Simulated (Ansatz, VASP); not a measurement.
# One calculation of BaO, two programs

```xyz
2
Lattice="0.0000 2.8215 2.8215 2.8215 0.0000 2.8215 2.8215 2.8215 0.0000" Properties=species:S:1:pos:R:3 pbc="T T T"
Ba    0.0000    0.0000    0.0000
O     2.8215    2.8215    2.8215
```

Alike in both runs: task single point; functional PBE; dispersion D3(BJ); k mesh 8 × 8 × 8; no spin polarisation.

```csv
,VASP,Ansatz
version,VASP 6.6.1,Ansatz 0.2.0
potentials or method,"VASP PAW PBE potentials, release 64 (Ba_sv, O), cutoff 600 eV","plane waves, PAW"
occupations,"gaussian, width 0.01 eV",fixed
valence electrons in the cell,16,16
```

VASP gave:

* pressure (GPa): -2.6

**Question.** Which values does Ansatz return?

**Answer.** Pressure (GPa): -3.9.

Neither program's run includes spin-orbit coupling.
